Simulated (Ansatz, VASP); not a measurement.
**One calculation of Eu2CrH6, two programs**

```
CELL_PARAMETERS angstrom
5.44495 0.00000 0.00000
-2.72247 4.71546 0.00000
0.00000 0.00000 4.05475
ATOMIC_POSITIONS crystal
Eu 0.33330 0.66670 0.26410
Eu 0.66670 0.33330 0.73590
Cr 0.00000 0.00000 0.00000
H 0.82210 0.17790 0.24300
H 0.82210 0.64420 0.24300
H 0.35580 0.17790 0.24300
H 0.17790 0.82210 0.75700
H 0.64420 0.82210 0.75700
H 0.17790 0.35580 0.75700
```

Alike in both runs: task single point; functional PBE; k mesh 4 × 4 × 5; collinear spin.

```csv
,VASP,Ansatz
version,VASP 6.6.1,Ansatz 0.2.0
potentials or method,"VASP PAW PBE potentials, release 64 (Eu, Cr_pv, H), cutoff 520 eV",PAW plane waves
occupations,"fermi-dirac, width 0.1 eV",fermi-dirac
valence electrons in the cell,52,54
```

Ansatz gave:

```
pressure (GPa)                                                : -3.1
traceless stress, the component that is largest in VASP (GPa) : 1.91
rms of the force components (eV/Å)                            : 0.179
net moment per atom (μB)                                      : 1.99
size of the moment on the site where the two differ most (μB) : 2.86
```

**Question.** Estimate VASP's values.

**Answer.** Pressure (GPa): -3.4; traceless stress, the component that is largest in VASP (GPa): 1.81; rms of the force components (eV/Å): 0.171; net moment per atom (μB): 1.99; size of the moment on the site where the two differ most (μB): 3.57.

Site moments also hang on the region over which each program counts them. Atom by atom the forces differ by 0.008 eV/Å (rms over components). VASP's potentials hold 52 valence electrons a cell and Ansatz's 54, so a difference there can come from the potentials and not from the codes. Ansatz's warnings: structure snapped to symmetry.

Neither program's run includes spin-orbit coupling.
